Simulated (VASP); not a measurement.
O, 4 atoms in the cell. The structure is hexagonal, space group P6_3/mmc (No. 194). Conventional cell: a = 2.561 Å, b = 2.561 Å, c = 6.707 Å, α = 90.00°, β = 90.00°, γ = 120.00°. O (site symmetry 3m) has 1 O at 1.19 Å within 1.6 Å.  This cell differs from its parent crystal: zz strain of +2 %.

* Program: VASP 6.6.1
* Task: electric field gradients
* Functional: PBEsol
* Potentials or basis: VASP PAW PBE potentials, release 64 (O)
* Cutoff: 520 eV
* k mesh: 13 × 13 × 5
* Occupations: fermi-dirac, width 0.03 eV
* Spin: no spin polarisation
* Dipole correction: no
* Further INCAR settings: ALGO = Normal; EDIFF = 1e-08; NBANDS = 20

Potentials or basis: VASP PAW PBE potentials, release 64 (O).

Command:

```sh
$ cat potpaw_PBE.64/O/POTCAR > POTCAR
$ mpirun -np 1 vasp_std > vasp.out
```

Hardware: 1 thread of Intel(R) Xeon(R) Platinum 8559C (Emerald Rapids), with other jobs on the host.

Task: Estimate the wall time of this run.

Result: Wall time 20 s on 1 thread of Intel(R) Xeon(R) Platinum 8559C (Emerald Rapids) (shared host), peak memory 0.16 GiB. Counts: scf iterations 14, k points 63.
